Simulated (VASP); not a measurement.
A run of VASP 6.6.1 is set up as follows.

The input INCAR:

```
SYSTEM = Ca
ALGO = Normal
EDIFF = 1E-6
ENCUT = 500
GGA = PS
GGA_COMPAT = .FALSE.
ISIF = 2
ISMEAR = -1
LASPH = .TRUE.
LCHARG = .TRUE.
LELF = .TRUE.
LREAL = .FALSE.
LVHAR = .TRUE.
LWAVE = .FALSE.
NBANDS = 11
NELM = 120
PREC = Accurate
SIGMA = 0.1
```

The input KPOINTS:

```
k-points
0
G
  7 7 7
  0 0 0
```

Contents of POSCAR:

```
Ca
1.0
    0.0000000000      2.7286063866      2.7286063866
    2.7286063866      0.0000000000      2.7286063866
    2.7286063866      2.7286063866      0.0000000000
Ca
1
Direct
    0.0000000000      0.0000000000      0.0000000000
```

Potentials or basis: VASP PAW PBE potentials, release 64 (Ca_sv).

The run is started by

```bash
$ cat potpaw_PBE.64/Ca_sv/POTCAR > POTCAR
$ mpirun -np 1 vasp_std > vasp.out
```

Task: Predict the band gap on the k mesh.

Result: Zero (bands 5 and 6 overlap by 0.12 eV).

Task: Predict the pressure.

Result: 0.0 GPa.

Caveat: the PAW data sets were made with another functional, which shifts forces and pressure a little.
